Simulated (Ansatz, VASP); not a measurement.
**AgCl: VASP beside Ansatz**

File INCAR:

```
PREC = Accurate
ENCUT = 520
EDIFF = 1E-7
ISMEAR = 0
SIGMA = 0.05
LREAL = False
LASPH = True
NELM = 60
ALGO = Normal
ISIF = 2
LWAVE = False
LCHARG = True
GGA = CA
LELF = True
LVHAR = True
NBANDS = 16
```

The input KPOINTS:

```
regular mesh
0
Gamma
  10 10 10
```

Contents of POSCAR:

```
AgCl
1.0
    0.0000000000      2.7487956657      2.6773114500
    2.7487956657      0.0000000000      2.6773114500
    2.7487956657      2.7487956657      0.0000000000
Ag Cl
1 1
Direct
    0.5185353529      0.4814646471      0.5185353529
   -0.0563998634      0.0563998634     -0.0563998634
```

Input for Ansatz:

```yaml
crystal:
  lattice:
    - [0.0, 2.7487956657, 2.67731145]
    - [2.7487956657, 0.0, 2.67731145]
    - [2.7487956657, 2.7487956657, 0.0]
  atoms:
    - { symbol: Ag, position: [0.5185353529, 0.4814646471, 0.5185353529] }
    - { symbol: Cl, position: [-0.0563998634, 0.0563998634, -0.0563998634] }
basis:
  ecutwfc: 420
kpoints:
  mp_grid: { grid: [10, 10, 10] }
hamiltonian:
  xc: lda
  pseudopotentials: { kind: paw }
scf:
  occupations: { method: gaussian, width: 0.05 }
output:
  forces: true
  stress: true
  eigenvalues: true
```

Change from the starting cell: mode 5 frozen in at -0.302 Å, equal normal strain along x and y +0.0267.

Alike in both runs: task single point; functional LDA; k mesh 10 × 10 × 10; occupations gaussian, width 0.05 eV; no spin polarisation.

|  | VASP | Ansatz |
| --- | --- | --- |
| version | VASP 6.6.1 | Ansatz 0.2.0 |
| potentials or method | VASP PAW LDA potentials, release 64 (Ag, Cl), cutoff 520 eV | scalar-relativistic, plane waves, PAW |
| valence electrons in the cell | 18 | 26 |

|  | VASP | Ansatz | Ansatz less VASP |
| --- | --- | --- | --- |
| gap on the k mesh at the Fermi level (eV) | 0.86 | 0.84 | -0.024 |
| least direct gap on the mesh (eV) | 1.72 | 1.69 | -0.024 |
| pressure (GPa) | 0.5 | 0.5 | +0.01 |
| traceless stress, the component that is largest in VASP (GPa) | 6.95 | 6.92 | -0.032 |
| rms of the force components (eV/Å) | 0.620 | 0.615 | -0.0048 |

LDA's correlation is that of Perdew and Zunger in VASP and of Perdew and Wang (1992) in Ansatz. Atom by atom the forces differ by 0.005 eV/Å (rms over components). VASP's potentials hold 18 valence electrons a cell and Ansatz's 26, so a difference there can come from the potentials and not from the codes.
